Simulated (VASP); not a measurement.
A run of VASP 6.6.1 is set up as follows.

File INCAR:

```
PREC     = Accurate       # precision mode
ENCUT    = 750            # plane-wave cutoff, eV
EDIFF    = 1E-7           # SCF threshold, eV
ISMEAR   = 0              # smearing method
SIGMA    = 0.1            # smearing width, eV
LREAL    = False          # projectors in reciprocal space
LASPH    = True           # aspherical terms in the spheres
NELM     = 200            # most SCF steps
ALGO     = Normal         # electronic algorithm
ISIF     = 3              # what is computed and relaxed
LWAVE    = False          # write WAVECAR
LCHARG   = False          # write CHGCAR
ISPIN    = 2              # spin polarisation
MAGMOM   = 0 0 0 0.36 0.36 # initial moments
LORBIT   = 11             # projections on sites
LMAXMIX  = 4              # l up to which the mixer works
GGA      = PE             # functional
IBRION   = 2              # ionic algorithm
NSW      = 100            # ionic steps
EDIFFG   = -0.01          # ionic threshold
GGA_COMPAT= False        
NELMIN   = 4            
KPAR     = 4
```

The input KPOINTS:

```
Automatic mesh
0
Gamma
  12 12 4
```

File POSCAR:

```
Li2CaSc2
1.0
    3.3602215810      0.0000000000      0.0000000000
    0.0000000000      3.3602215810      0.0000000000
    0.0000000000      0.0000000000     11.2132197003
Li Ca Sc
2 1 2
Direct
    0.5000000000      0.5000000000      0.0000000000
    0.0000000000      0.0000000000      0.0000000000
    0.5000000000      0.5000000000      0.5000000000
    0.0000000000      0.0000000000      0.2522009710
    0.0000000000      0.0000000000      0.7477990290
```

Potentials or basis: VASP PAW PBE potentials, release 64 (Li_sv, Ca_sv, Sc_sv).

Command:

```bash
$ cat potpaw_PBE.64/Li_sv/POTCAR potpaw_PBE.64/Ca_sv/POTCAR potpaw_PBE.64/Sc_sv/POTCAR > POTCAR
$ mpirun -np 4 vasp_std > vasp.out
```

Task: Estimate the site moments.

Result: Li +0.01; Ca +0.06; Sc +0.37 μB.

Task: Predict the net moment.

Result: 1.65 μB per cell.

Task: What does it give for the relaxed volume?

Result: 25.36 Å³/atom.

Task: What does it give for the space group after relaxing (to 0.1 Å)?

Result: P4/mmm (No. 123).

Forces on the atoms (eV/Å):
```
Li   0.000  0.000  0.000
Li   0.000  0.000  0.000
Ca   0.000  0.000  0.000
Sc   0.000  0.000 -0.007
Sc   0.000  0.000  0.007
```
